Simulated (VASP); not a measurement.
Here is a VASP 6.6.1 calculation.

Contents of INCAR:

```
SYSTEM = N
  PREC = Accurate
  ENCUT = 600
  EDIFF = 1E-6
  ISMEAR = 0
  SIGMA = 0.02
  LREAL = .FALSE.
  LASPH = .TRUE.
  NELM = 100
  ALGO = Normal
  ISIF = 3
  LWAVE = .FALSE.
  LCHARG = .FALSE.
  GGA = PS
  IBRION = 2
  NSW = 100
  EDIFFG = -0.005
```

KPOINTS

```
Automatic mesh
0
G
  6 6 4
  0 0 0
```

The input POSCAR:

```
N
1.0
    4.3671138075      0.0000000000      0.0000000000
   -2.1835569037      3.7820314985      0.0000000000
    0.0000000000      0.0000000000      7.4219008384
N
4
Direct
    0.3333333333      0.6666666667      0.3241071911
    0.3333333333      0.6666666667      0.1758928089
    0.6666666667      0.3333333333      0.8241071911
    0.6666666667      0.3333333333      0.6758928089
```

Potentials or basis: VASP PAW PBE potentials, release 64 (N).

The run is started by

```sh
$ cat potpaw_PBE.64/N/POTCAR > POTCAR
$ mpirun -np 1 vasp_std > vasp.out
```

**Question.** Estimate the space group after relaxing (to 0.05 Å).

**Answer.** P6_3/mmc (No. 194).

**Question.** Estimate the relaxed volume.

**Answer.** 26.70 Å³/atom.

**Question.** Predict the relaxed cell.

**Answer.** a = 4.225 Å, b = 4.225 Å, c = 6.909 Å, α = 90.00°, β = 90.00°, γ = 120.00°.

**Question.** Estimate the band gap on the k mesh.

**Answer.** 6.89 eV, indirect (least direct gap 7.23 eV).

Step by step:
| step | energy change (eV) | largest force (eV/Å) | pressure (GPa) | volume (Å³) |
| --- | --- | --- | --- | --- |
| 1 | 0.0000 | 1.7865 | 1.58 | 122.58 |
| 2 | 4.2777 | 14.8329 | -16.60 | 127.93 |
| 3 | -0.0103 | 1.1526 | -1.24 | 122.87 |
| 4 | -0.0182 | 0.4553 | -0.57 | 122.76 |
| 5 | -0.0196 | 0.0736 | -0.20 | 122.70 |
| 6 | -0.0197 | 0.0037 | -0.11 | 122.68 |
| 7 | -0.0197 | 0.0175 | -0.10 | 122.68 |
| 8 | -0.0199 | 0.0210 | -0.10 | 122.40 |
| 9 | -0.0207 | 0.0317 | -0.10 | 121.54 |
| 10 | -0.0222 | 0.0617 | -0.06 | 119.83 |
| 11 | -0.0248 | 0.1554 | 0.06 | 116.47 |
| 12 | -0.0268 | 0.4949 | 0.49 | 109.92 |
| 13 | -0.0259 | 0.6674 | 0.73 | 107.23 |
| 14 | -0.0259 | 0.6676 | 0.72 | 107.23 |
| 15 | -0.0260 | 0.6627 | 0.73 | 107.20 |
| 16 | -0.0260 | 0.6571 | 0.72 | 107.15 |
| 17 | -0.0261 | 0.6452 | 0.71 | 107.04 |
| 18 | -0.0263 | 0.6210 | 0.69 | 106.84 |
| 19 | -0.0267 | 0.5730 | 0.65 | 106.42 |
| 20 | -0.0272 | 0.4814 | 0.56 | 105.60 |
| 21 | -0.0275 | 0.3104 | 0.41 | 103.96 |
| 22 | -0.0275 | 0.2915 | 0.38 | 103.77 |
| 23 | -0.0275 | 0.2507 | 0.36 | 103.37 |
| 24 | -0.0275 | 0.2686 | 0.39 | 103.56 |
| 25 | -0.0275 | 0.2817 | 0.39 | 103.68 |
| 26 | -0.0277 | 0.2631 | 0.37 | 103.86 |
| 27 | -0.0280 | 0.2098 | 0.29 | 104.40 |
| 28 | -0.0286 | 0.1066 | 0.16 | 105.47 |
| 29 | -0.0287 | 0.0789 | -0.09 | 107.65 |
| 30 | -0.0288 | 0.0205 | -0.02 | 106.99 |
| 31 | -0.0288 | 0.0030 | -0.01 | 106.79 |

Caveat: the standard files for N, O and F lose accuracy on very short bonds; the PAW data sets were made with another functional, which shifts forces and pressure a little. A k mesh can miss the band edges.
